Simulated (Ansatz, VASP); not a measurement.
# One calculation of GaSb, two programs

```
CELL_PARAMETERS angstrom
-2.72497 2.72497 1.59694
2.72497 -2.72497 1.59694
2.72497 2.72497 -1.59694
ATOMIC_POSITIONS crystal
Ga 0.25000 0.75000 0.50000
Sb 0.00000 0.00000 0.00000
```

Alike in both runs: functional BLYP; dispersion D3(BJ); k mesh 8 × 8 × 8; occupations fermi-dirac, width 0.05 eV; no spin polarisation.

Ansatz relaxed the structure, and its values are those at the end. VASP's run is a single point on that final structure, the one shown.

|  | VASP | Ansatz |
| --- | --- | --- |
| version | VASP 6.6.1 | Ansatz 0.2.0 |
| potentials or method | VASP PAW PBE potentials, release 64 (Ga_d, Sb) | plane waves, PAW |
| plane-wave cutoff (eV) | 520 | 420 |
| valence electrons in the cell | 18 | 28 |

|  | VASP | Ansatz | Ansatz less VASP |
| --- | --- | --- | --- |
| pressure (GPa) | 0.2 | 0.0 | -0.19 |

VASP's potentials were made for PBE, not for BLYP. VASP's potentials hold 18 valence electrons a cell and Ansatz's 28, so a difference there can come from the potentials and not from the codes.

Spin-orbit coupling is off throughout.
